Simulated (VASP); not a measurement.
Set up this calculation in VASP 6.6.1, as the native input.

```yaml
Task: relaxation of the atoms
Functional: PBE
Dispersion: D3(BJ)
Potentials_or_basis: VASP PAW PBE potentials, release 64 (Sn_d, O)
Cutoff: 520 eV
k_mesh: 6 × 6 × 1
Occupations: gaussian, width 0.02 eV
Spin: no spin polarisation
Dipole_correction: yes
Further_INCAR_settings: ALGO = Normal; EDIFF = 1e-07; IBRION = 2; EDIFFG = -0.01; NSW = 60
```

The structure of SnO lies in POSCAR:

```
SnO
1.0
    4.0879996841      0.0000000000      0.0000000000
    0.0000000000      4.0879996841      0.0000000000
    0.0000000000      0.0000000000     30.6334027017
Sn O
2 2
Direct
    0.5000000000      0.0000000000      0.4614138404
    0.0000000000      0.5000000000      0.5385861596
    0.0000000000      0.0000000000      0.5000000000
    0.5000000000      0.5000000000      0.5000000000
```

This cell differs from its parent crystal: biaxial strain +0.070.

The input as run:

INCAR

```
ALGO = Normal
DIPOL = 0.5 0.5 0.500
EDIFF = 1E-7
EDIFFG = -0.01
ENCUT = 520
GGA = PE
IBRION = 2
IDIPOL = 3
ISIF = 2
ISMEAR = 0
IVDW = 12
LASPH = True
LCHARG = False
LDIPOL = True
LREAL = False
LWAVE = False
NELM = 100
NSW = 60
PREC = Accurate
SIGMA = 0.02
```

KPOINTS

```
k-points
0
Gamma
  6 6 1
```

Potentials or basis: VASP PAW PBE potentials, release 64 (Sn_d, O).

Run with:

```bash
$ cat potpaw_PBE.64/Sn_d/POTCAR potpaw_PBE.64/O/POTCAR > POTCAR
$ mpirun -np 1 vasp_std > vasp.out
```

Results of the run:

The energy gained by relaxing is 26.2 meV/atom, the ionic steps are 4 and the band gap on the k mesh is 2.16 eV (least direct gap 2.18 eV). The dispersion energy per atom is -0.121 eV.

Caveat: the cell differs from its parent crystal (biaxial strain +0.070); spin-orbit coupling is left out, which moves the levels of the heavy elements.

Wall time 15 min on 1 thread of Oxide Virtual Turin-like Processor, with other jobs on the host, peak memory 0.56 GiB.
